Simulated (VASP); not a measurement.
Input of a VASP 6.6.1 run:

Contents of POSCAR:

```
SiC
1.0
    0.0000000000      1.9919499511      2.5895349364
    1.9919499511      0.0000000000      2.5895349364
    1.9919499511      1.9919499511      0.0000000000
Si C
1 1
Direct
    0.0000000000      0.0000000000      0.0000000000
    0.7500000000      0.7500000000      0.7500000000
```

File INCAR.step1:

```
ALGO = Normal
EDIFF = 1E-4
ENCUT = 520
GGA = PE
ISMEAR = 0
LASPH = True
LCHARG = False
LREAL = False
LWAVE = True
NBANDS = 11
NELM = 80
PREC = Accurate
SIGMA = 0.05
```

Contents of INCAR.step2:

```
ALGO = Normal
EDIFF = 1E-6
ENCUT = 520
ISIF = 2
ISMEAR = 0
ISTART = 1
LASPH = True
LCHARG = False
LMIXTAU = True
LREAL = False
LWAVE = False
METAGGA = R2SCAN
NBANDS = 11
NELM = 80
PREC = Accurate
SIGMA = 0.05
```

KPOINTS

```
k-points
0
Gamma
  12 12 12
```

Potentials or basis: VASP PAW PBE potentials, release 64 (Si, C).

The run is started by

```bash
$ cat potpaw_PBE.64/Si/POTCAR potpaw_PBE.64/C/POTCAR > POTCAR
$ cp INCAR.step1 INCAR
$ mpirun -np 1 vasp_std > vasp.out
$ cp INCAR.step2 INCAR
$ mpirun -np 1 vasp_std > vasp.out
```

(1) Estimate the band gap on the k mesh.

(2) Estimate the pressure.

## Answers

(1) zero (bands 4 and 5 overlap by 0.10 eV).

(2) -1.5 GPa.

Caveat: the stress differs along the axes, from -78 to 37 GPa; semilocal functionals underestimate gaps, and a narrow one can read as zero; the PAW data sets were made with another functional, which shifts forces and pressure a little.
